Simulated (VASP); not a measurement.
**KI: single point with PBE**

Crystal: KI.

```
K I
1.0
     0.00000    3.52455    3.63029
     3.52455    0.00000    3.63029
     3.52455    3.52455    0.00000
K I
1 1
Direct
  0.00000 0.00000 0.00000
  0.50000 0.50000 0.50000
```

This cell differs from its parent crystal: strain +0.0300 x Voigt [0, 0, 1, 0, 0, 0].

- Program: VASP 6.6.1
- Task: single point
- Functional: PBE
- Potentials or basis: VASP PAW PBE potentials, release 64 (K_sv, I)
- Cutoff: 520 eV
- k mesh: 6 × 6 × 6
- Occupations: gaussian, width 0.05 eV
- Spin: no spin polarisation

```yaml
Pressure: 0.4 GPa
Band_gap_on_the_k_mesh: 3.91 eV, direct
```

Stress tensor (GPa, compression positive):
```
 0.57  0.00  0.00
 0.00  0.57  0.00
 0.00  0.00 -0.09
```

Levels at points of the mesh, in eV from the valence-band top:
| k point | band 5 | band 6 | band 7 | band 8 | band 9 | band 10 | band 11 | band 12 |
| --- | --- | --- | --- | --- | --- | --- | --- | --- |
| (0.00, 0.00, 0.00) | -10.47 | 0.00 | 0.00 | 0.00 | 3.91 | 6.39 | 6.56 | 6.56 |
| (0.50, 0.00, 0.00) | -10.22 | -1.27 | -0.33 | -0.32 | 5.50 | 7.64 | 7.99 | 8.21 |
| (0.50, 0.50, 0.00) | -10.34 | -0.98 | -0.33 | -0.33 | 4.98 | 5.71 | 8.03 | 8.61 |
| (0.50, 0.00, 0.50) | -10.33 | -0.96 | -0.39 | -0.35 | 4.96 | 5.72 | 8.09 | 8.65 |

Wall time 84 s on 1 thread of Intel(R) Xeon(R) Platinum 8488C (Sapphire Rapids), on a shared host, peak memory 0.25 GiB.

Caveat: the cell differs from its parent crystal (strain +0.0300 x Voigt [0, 0, 1, 0, 0, 0]); spin-orbit coupling is left out, which moves the levels of the heavy elements.
